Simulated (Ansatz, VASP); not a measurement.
# V: VASP beside Ansatz

Contents of INCAR:

```
  ALGO = Normal
  EDIFF = 1E-7
  ENCUT = 520
  GGA = PE
  ISIF = 2
  ISMEAR = -1
  LASPH = T
  LCHARG = F
  LREAL = F
  LWAVE = F
  NBANDS = 12
  NELM = 100
  PREC = Accurate
  SIGMA = 0.1
```

File KPOINTS:

```
k-points
0
Gamma
  24 24 24
```

POSCAR

```
V
1.0
   -1.4580819435      1.4580819435      1.4580819435
    1.4580819435     -1.4580819435      1.4580819435
    1.4580819435      1.4580819435     -1.4580819435
V
1
Direct
    0.0000000000      0.0000000000      0.0000000000
```

Input for Ansatz:

```yaml
crystal:
  lattice:
    - [-1.4580819435, 1.4580819435, 1.4580819435]
    - [1.4580819435, -1.4580819435, 1.4580819435]
    - [1.4580819435, 1.4580819435, -1.4580819435]
  atoms:
    - { symbol: V, position: [0.0, 0.0, 0.0] }
hamiltonian:
  xc: pbe
  pseudopotentials:
    kind: paw
    azcp:
      V: "pseudopotentials/V.paw.azcp"
basis:
  ecutwfc: 420
  fft_grid_basis: typed
kpoints:
  mp_grid: { grid: [24, 24, 24], shift: [0, 0, 0] }
magnetization:
  spin_polarized: false
scf:
  occupations: { method: fermi_dirac, width: 0.1 }
output:
  stress: true
```

Alike in both runs: task single point; functional PBE; k mesh 24 × 24 × 24; occupations fermi-dirac, width 0.1 eV; no spin polarisation.

|  | VASP | Ansatz |
| --- | --- | --- |
| version | VASP 6.6.1 | Ansatz 0.2.0 |
| potentials or method | VASP PAW PBE potentials, release 64 (V_sv), cutoff 520 eV | plane waves (420 eV) with PAW, scalar-relativistic |
| valence electrons in the cell | 13 | 13 |

VASP gave:

- pressure (GPa): 18.1

Q: Which values does Ansatz return?

A: Pressure (GPa): 17.7.

With one functional, cell and mesh, what is left measures potentials, basis and numerics.
